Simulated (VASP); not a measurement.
The system is NaI.

```xyz
4
Lattice="4.7264 0.0000 0.0000 -2.3632 4.0932 0.0000 0.0000 0.0000 7.7182" Properties=species:S:1:pos:R:3 pbc="T T T"
Na    0.0000    2.7288    0.0000
Na    2.3632    1.3644    3.8591
I     0.0000    2.7288    2.8943
I     2.3632    1.3644    6.7534
```

* Program: VASP 6.6.1
* Task: relaxation of cell and atoms
* Functional: PBE
* Potentials or basis: VASP PAW PBE potentials, release 64 (Na_pv, I)
* Cutoff: 600 eV
* k mesh: 6 × 6 × 4
* Occupations: fermi-dirac, width 0.02 eV
* Spin: no spin polarisation

At the start: pressure 3.6 GPa; volume 37.33 Å³/atom.

**Question.** How do energy, volume and symmetry change on relaxing?

**Answer.** Over 16 steps the energy falls by 80.4 meV/atom and the volume is 45.83 Å³/atom (+22.8 %); space group P6_3mc (No. 186, to 0.05 Å).

Step by step:
```
step  energy change (eV)  largest force (eV/Å)  pressure (GPa)  volume (Å³)
   1              0.0000                0.0154            3.56       149.31
   2             -0.2636                0.0174            1.19       167.98
   3             -0.3155                0.0168            0.26       179.96
   4             -0.3186                0.0167            0.01       183.72
   5             -0.3185                0.0166           -0.03       184.45
   6             -0.3187                0.0171           -0.01       184.14
   7             -0.3190                0.0209            0.04       183.26
   8             -0.3192                0.0196            0.04       183.37
   9             -0.3197                0.0189            0.02       183.67
  10             -0.3205                0.0169           -0.02       184.29
  11             -0.3207                0.0131           -0.10       185.49
  12             -0.3208                0.0149           -0.07       185.09
  13             -0.3210                0.0121           -0.08       184.88
  14             -0.3215                0.0061           -0.04       184.25
  15             -0.3216                0.0041            0.02       182.98
  16             -0.3217                0.0010            0.01       183.31
```

Final structure:
```xyz
4
Lattice="5.1471 0.0000 0.0000 -2.5735 4.4575 0.0000 0.0000 0.0000 7.9897" Properties=species:S:1:pos:R:3 pbc="T T T"
Na    0.0000    2.9717    7.9317
Na    2.5735    1.4858    3.9369
I     0.0000    2.9717    3.0540
I     2.5735    1.4858    7.0488
```

Caveat: the volume moved by over 15 % at a fixed basis, so the end points are rough.
